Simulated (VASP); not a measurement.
**C: electric field gradients with PBE**

Crystal: C.

```
CELL_PARAMETERS angstrom
0.00000 2.16954 3.34800
1.25256 0.00000 3.34800
1.25256 2.16954 0.00000
ATOMIC_POSITIONS crystal
C 0.16667 0.83333 0.16667
C 0.83333 0.16667 0.83333
```

This cell differs from its parent crystal: equal xx and yy strain of +2 %.

```json
{
  "Program": "VASP 6.6.1",
  "Task": "electric field gradients",
  "Functional": "PBE",
  "Potentials or basis": "VASP PAW PBE potentials, release 64 (C)",
  "Cutoff": "520 eV",
  "k mesh": "18 × 18 × 18",
  "Occupations": "fermi-dirac, width 0.05 eV",
  "Spin": "no spin polarisation",
  "Dipole correction": "no",
  "Further INCAR settings": "ALGO = Normal; EDIFF = 1e-08; NBANDS = 11"
}
```

```yaml
Pressure: -10.6 GPa
Largest_force: 0.004 eV/Å
Largest_electric_field_gradient_by_atom: C +27.6 V/Å²
```

Forces in eV/Å, atoms in the order of the input:
```
C    0.000  0.004  0.000
C    0.000 -0.004  0.000
```

Stress tensor (GPa, compression positive):
```
-17.52   0.00   0.00
  0.00 -18.05   0.00
  0.00   0.00   3.90
```

Electric field gradients, principal values (V/Å²):
```csv
atom,least,middle,greatest (by size)
1 C,-13.798,-13.841,27.640
2 C,-13.798,-13.841,27.640
```

Run time: 89 s on 1 thread of Intel(R) Xeon(R) 6975P-C (Granite Rapids), on a shared host, peak memory 0.25 GiB.

Caveat: the cell differs from its parent crystal (equal xx and yy strain of +2 %); the cell stands under tension; this functional lacks dispersion, which binds the layers, so the pressure and a relaxed spacing across them are unreliable; without QUAD_EFG the Cq values of the log hold for a quadrupole moment of 1 mb, not for the nuclei.
